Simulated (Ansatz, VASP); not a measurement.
Two plane-wave programs on Ru

```xyz
1
Lattice="0.0000 1.9150 1.9150 1.9150 0.0000 1.9150 1.9150 1.9150 0.0000" Properties=species:S:1:pos:R:3 pbc="T T T"
Ru    0.0000    0.0000    0.0000
```

Alike in both runs: task single point; functional r2SCAN; k mesh 24 × 24 × 24; occupations gaussian, width 0.15 eV; no spin polarisation.

|  | VASP | Ansatz |
| --- | --- | --- |
| version | VASP 6.6.1 | Ansatz 0.2.0 |
| potentials or method | VASP PAW PBE potentials, release 64 (Ru_pv), cutoff 520 eV | scalar-relativistic, plane waves, PAW |
| valence electrons in the cell | 14 | 16 |

Ansatz gave:

* gap on the k mesh at the Fermi level (eV): none
* pressure (GPa): -10.7

Q: Estimate VASP's values.

A: gap on the k mesh at the Fermi level (eV): none; pressure (GPa): -9.5.

VASP's potentials were made for PBE, not for r2SCAN. A gap of «none» marks a metal or a gap that the smearing closes. The functional is the same, so the differences come from potentials, cutoffs and numerics. VASP's potentials hold 14 valence electrons a cell and Ansatz's 16, so a difference there can come from the potentials and not from the codes.
